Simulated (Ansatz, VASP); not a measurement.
## Two plane-wave programs on W

```
CELL_PARAMETERS angstrom
4.47401 0.00000 0.00000
-2.23700 3.87460 0.00000
0.00000 0.00000 2.74257
ATOMIC_POSITIONS crystal
W 0.00000 0.00000 0.00000
W 0.33333 0.66667 0.50000
W 0.66667 0.33333 0.50000
```

Alike in both runs: task relaxation of cell and atoms; functional revPBE; k mesh 8 × 8 × 11; occupations fermi-dirac, width 0.1 eV; no spin polarisation.

|  | VASP | Ansatz |
| --- | --- | --- |
| version | VASP 6.6.1 | Ansatz 0.2.0 |
| potentials or method | VASP PAW PBE potentials, release 64 (W_sv), cutoff 600 eV | plane waves (420 eV) with PAW, scalar-relativistic |
| valence electrons in the cell | 42 | 42 |

Ansatz gave:

```
relaxed volume (Å³/atom)                                     : 16.70
relaxed cell length with the largest relative difference (Å) : 2.618
```

Problem. What did VASP give for the same quantities?

Solution. Relaxed volume (Å³/atom): 16.74; relaxed cell length with the largest relative difference (Å): 2.621.

VASP's potentials were made for PBE, not for revPBE.

Spin-orbit coupling is off throughout.
